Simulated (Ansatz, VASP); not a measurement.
## One calculation of BeS, two programs

```
CELL_PARAMETERS angstrom
6.89585 0.00000 0.00000
0.00000 6.89585 0.00000
0.00000 0.00000 5.71975
ATOMIC_POSITIONS crystal
Be 0.63443 0.86557 0.90353
Be 0.63443 0.13443 0.40353
Be 0.36557 0.86557 0.40353
Be 0.36557 0.13443 0.90353
Be 0.13443 0.36557 0.59647
Be 0.86557 0.63443 0.59647
Be 0.13443 0.63443 0.09647
Be 0.86557 0.36557 0.09647
S 0.65343 0.84657 0.53416
S 0.34657 0.15343 0.53416
S 0.65343 0.15343 0.03416
S 0.34657 0.84657 0.03416
S 0.15343 0.34657 0.96584
S 0.15343 0.65343 0.46584
S 0.84657 0.34657 0.46584
S 0.84657 0.65343 0.96584
```

Alike in both runs: functional PBE; k mesh 4 × 4 × 4; occupations gaussian, width 0.1 eV; no spin polarisation.

Ansatz relaxed the structure, and its values are those at the end. VASP's run is a single point on that final structure, the one shown.

```csv
,VASP,Ansatz
version,VASP 6.6.1,Ansatz 0.2.0
potentials or method,"VASP PAW PBE potentials, release 64 (Be, S), cutoff 520 eV","scalar-relativistic, plane waves, PAW"
valence electrons in the cell,64,64
```

|  | VASP | Ansatz | Ansatz less VASP |
| --- | --- | --- | --- |
| gap on the k mesh at the Fermi level (eV) | 3.59 | 3.59 | -0.004 |
| least direct gap on the mesh (eV) | 3.59 | 3.59 | -0.004 |
| pressure (GPa) | 0.1 | 0.1 | 0.00 |
| rms of the force components (eV/Å) | 0.004 | 0.000 | -0.0032 |
